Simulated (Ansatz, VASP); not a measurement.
# Nb in VASP and in Ansatz

INCAR

```
ALGO     = Fast           # electronic algorithm
EDIFF    = 1E-6           # SCF threshold, eV
ENCUT    = 520            # plane-wave cutoff, eV
GGA      = CA             # functional
ISIF     = 2              # what is computed and relaxed
ISMEAR   = -1             # smearing method
LASPH    = T              # aspherical terms in the spheres
LCHARG   = T              # write CHGCAR
LELF     = T              # ELF
LREAL    = F              # projectors in reciprocal space
LVHAR    = T            
LWAVE    = F              # write WAVECAR
NBANDS   = 12             # bands
NELM     = 80             # most SCF steps
PREC     = Accurate       # precision mode
SIGMA    = 0.05           # smearing width, eV
```

The input KPOINTS:

```
k-points
0
Gamma
  11 11 11
```

The input POSCAR:

```
Nb
1.0
    0.0000000000      2.1564811194      2.1564811194
    2.1564811194      0.0000000000      2.1564811194
    2.1564811194      2.1564811194      0.0000000000
Nb
1
Direct
    0.0000000000      0.0000000000      0.0000000000
```

The input input.yaml:

```yaml
crystal:
  lattice:
    - [0.0, 2.1564811194, 2.1564811194]
    - [2.1564811194, 0.0, 2.1564811194]
    - [2.1564811194, 2.1564811194, 0.0]
  atoms:
    - { symbol: Nb, position: [0.0, 0.0, 0.0] }
kpoints:
  mp_grid: { grid: [11, 11, 11] }
scf:
  occupations: { method: fermi_dirac, width: 0.05 }
hamiltonian:
  xc: lda
  pseudopotentials: { kind: all_electron, lapw: { basis_error: 0.001 } }
output:
  forces: true
  stress: true
  eigenvalues: true
```

Change from the starting cell: volume scaled by 1.06.

Alike in both runs: task single point; functional LDA; k mesh 11 × 11 × 11; occupations fermi-dirac, width 0.05 eV; no spin polarisation.

```csv
,VASP,Ansatz
version,VASP 6.6.1,Ansatz 0.2.0
potentials or method,"VASP PAW LDA potentials, release 64 (Nb_sv), cutoff 520 eV","all-electron LAPW, scalar-relativistic"
```

Ansatz gave:

```
gap on the k mesh at the Fermi level (eV) : none
pressure (GPa)                            : -18.3
```

Q: Estimate VASP's values.

A: gap on the k mesh at the Fermi level (eV): none; pressure (GPa): -18.4.

LDA's correlation is that of Perdew and Zunger in VASP and of Perdew and Wang (1992) in Ansatz. A gap of «none» marks a metal or a gap that the smearing closes. Ansatz ran all-electron here, and VASP with PAW potentials.
